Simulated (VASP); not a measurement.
Write the native input for VASP 6.6.1 that does the following.

- Task: single point
- Functional: PBE
- Potentials or basis: VASP PAW PBE potentials, release 64 (Rb_sv)
- Cutoff: 520 eV
- k mesh: 10 × 10 × 10
- Occupations: fermi-dirac, width 0.1 eV
- Spin: no spin polarisation
- Dipole correction: no
- Further INCAR settings: ALGO = Normal; EDIFF = 1e-06; NBANDS = 10

The structure of Rb lies in POSCAR:

```
Rb
1.0
   -2.4937942080      2.4937942080      2.4937942080
    2.4937942080     -2.4937942080      2.4937942080
    2.4937942080      2.4937942080     -2.4937942080
Rb
1
Direct
    0.0000000000      0.0000000000      0.0000000000
```

This cell differs from its parent crystal: volume scaled by 0.68.

One way to write it, as run:

INCAR

```
SYSTEM = Rb
PREC     = Accurate       ! precision mode
ENCUT    = 520            ! plane-wave cutoff, eV
EDIFF    = 1E-6           ! SCF threshold, eV
ISMEAR   = -1             ! smearing method
SIGMA    = 0.1            ! smearing width, eV
LREAL    = .FALSE.        ! projectors in reciprocal space
LASPH    = .TRUE.         ! aspherical terms in the spheres
NELM     = 100            ! most SCF steps
ALGO     = Normal         ! electronic algorithm
ISIF     = 2              ! what is computed and relaxed
LWAVE    = .FALSE.        ! write WAVECAR
LCHARG   = .FALSE.        ! write CHGCAR
GGA      = PE             ! functional
NBANDS   = 10             ! bands
```

KPOINTS

```
Automatic mesh
0
G
  10 10 10
  0 0 0
```

Potentials or basis: VASP PAW PBE potentials, release 64 (Rb_sv).

Command:

```sh
$ cat potpaw_PBE.64/Rb_sv/POTCAR > POTCAR
$ mpirun -np 1 vasp_std > vasp.out
```

Results of the run:

```yaml
Pressure: 2.2 GPa
```

Run time: 19 s on 1 thread of AMD EPYC 7R43 64-Core Processor (Zen 3), on a shared host, peak memory 0.15 GiB.
